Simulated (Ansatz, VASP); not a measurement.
## Hf: VASP beside Ansatz

File INCAR:

```
PREC = Accurate
ENCUT = 520
EDIFF = 1E-6
ISMEAR = -1
SIGMA = 0.08
LREAL = F
LASPH = T
NELM = 60
ALGO = Normal
ISIF = 2
LWAVE = F
LCHARG = T
LELF = T
LVHAR = T
NBANDS = 11
```

The input KPOINTS:

```
regular mesh
0
Gamma
  17 17 17
```

Contents of POSCAR:

```
Hf
1.0
   -1.6625750287      1.6625750287      1.6625750287
    1.6625750287     -1.6625750287      1.6625750287
    1.6625750287      1.6625750287     -1.6625750287
Hf
1
Direct
    0.0000000000      0.0000000000      0.0000000000
```

Input for Ansatz:

```yaml
crystal:
  lattice:
    - [-1.6625750287, 1.6625750287, 1.6625750287]
    - [1.6625750287, -1.6625750287, 1.6625750287]
    - [1.6625750287, 1.6625750287, -1.6625750287]
  atoms:
    - { symbol: Hf, position: [0.0, 0.0, 0.0] }
kpoints:
  mp_grid: { grid: [17, 17, 17] }
scf:
  occupations: { method: fermi_dirac, width: 0.08 }
hamiltonian:
  xc: lda
  pseudopotentials: { kind: paw }
output:
  forces: true
  stress: true
  eigenvalues: true
  populations: true
```

Change from the starting cell: volume scaled by 0.9, PAW files.

Alike in both runs: task single point; functional LDA; k mesh 17 × 17 × 17; occupations fermi-dirac, width 0.08 eV; no spin polarisation.

```csv
,VASP,Ansatz
version,VASP 6.6.1,Ansatz 0.2.0
potentials or method,"VASP PAW LDA potentials, release 64 (Hf_pv)","PAW with Ansatz's default frozen-core files, scalar-relativistic"
plane-wave cutoff (eV),520,420
valence electrons in the cell,10,26
```

|  | VASP | Ansatz | Ansatz less VASP |
| --- | --- | --- | --- |
| pressure (GPa) | 14.4 | 14.0 | -0.36 |

LDA's correlation is that of Perdew and Zunger in VASP and of Perdew and Wang (1992) in Ansatz. VASP's potentials hold 10 valence electrons a cell and Ansatz's 26, so a difference there can come from the potentials and not from the codes.

Neither program's run includes spin-orbit coupling.
